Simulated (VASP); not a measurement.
CN2O, 16 atoms in the cell. The cell holds a disordered packing, 16 atoms: a = 7.742 Å, b = 7.742 Å, c = 7.742 Å, α = 90.00°, β = 90.00°, γ = 90.00°. 

```yaml
Program: VASP 6.6.1
Task: single point
Functional: r2SCAN
Dispersion: D3(BJ)
Potentials_or_basis: VASP PAW PBE potentials, release 64 (N_h, O_h, C_h)
Cutoff: 1100 eV
k_mesh: 1 × 1 × 1
Occupations: fermi-dirac, width 0.05 eV
Spin: no spin polarisation
Dipole_correction: no
Further_INCAR_settings: LREAL = Auto; ALGO = Normal; EDIFF = 1e-06; NBANDS = 54
```

Potentials or basis: VASP PAW PBE potentials, release 64 (N_h, O_h, C_h).

Command:

```console
$ cat potpaw_PBE.64/N_h/POTCAR potpaw_PBE.64/O_h/POTCAR potpaw_PBE.64/C_h/POTCAR > POTCAR
$ cp INCAR.step1 INCAR
$ mpirun -np 1 vasp_gam > vasp.out
$ cp INCAR.step2 INCAR
$ mpirun -np 1 vasp_gam > vasp.out
```

Hardware: 1 thread of Intel(R) Xeon(R) Platinum 8488C (Sapphire Rapids), on a shared host.

Q: How long does it take, and how much memory?

A: Wall time 8.9 min on 1 thread of Intel(R) Xeon(R) Platinum 8488C (Sapphire Rapids), with other jobs on the host, peak memory 1.2 GiB. Counts: k points 1.
